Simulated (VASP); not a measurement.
Crystal: Au.

```
Au
1.0
     2.88375    0.00000    0.00000
    -1.44187    2.49740    0.00000
     0.00000    0.00000    4.70916
Au
2
Direct
  0.33333 0.66667 0.25000
  0.66667 0.33333 0.75000
```

```yaml
Program: VASP 6.6.1
Task: relaxation of cell and atoms
Functional: BLYP
Potentials_or_basis: VASP PAW PBE potentials, release 64 (Au)
Cutoff: 600 eV
k_mesh: 13 × 13 × 7
Occupations: fermi-dirac, width 0.1 eV
Spin: no spin polarisation
```

At the start: pressure 22.2 GPa; volume 16.96 Å³/atom.

Where does the relaxation end?

Over 10 steps the energy falls by 155.2 meV/atom and the volume is 19.57 Å³/atom (+15.4 %); space group P6_3/mmc (No. 194, to 0.05 Å).

The path:
```tsv
step	energy change (eV)	largest force (eV/Å)	pressure (GPa)	volume (Å³)
1	0.0000	0.0000	22.17	33.91
2	0.0102	0.0000	-10.64	46.78
3	-0.3051	0.0000	-0.57	39.29
4	-0.3054	0.0000	-0.20	39.15
5	-0.3054	0.0000	0.09	39.04
6	-0.3076	0.0000	0.13	39.03
7	-0.3100	0.0000	0.28	39.00
8	-0.3102	0.0000	0.38	38.99
9	-0.3101	0.0000	-0.55	39.34
10	-0.3104	0.0000	0.02	39.14
```

Final structure:
```
Au
1.0
     2.98466    0.00000    0.00000
    -1.49233    2.58479    0.00000
     0.00000    0.00000    5.07307
Au
2
Direct
  0.33333 0.66667 0.25000
  0.66667 0.33333 0.75000
```

Caveat: the volume moved by over 15 % at a fixed basis, so the end points are rough; the PAW data sets were made with another functional, which shifts forces and pressure a little.
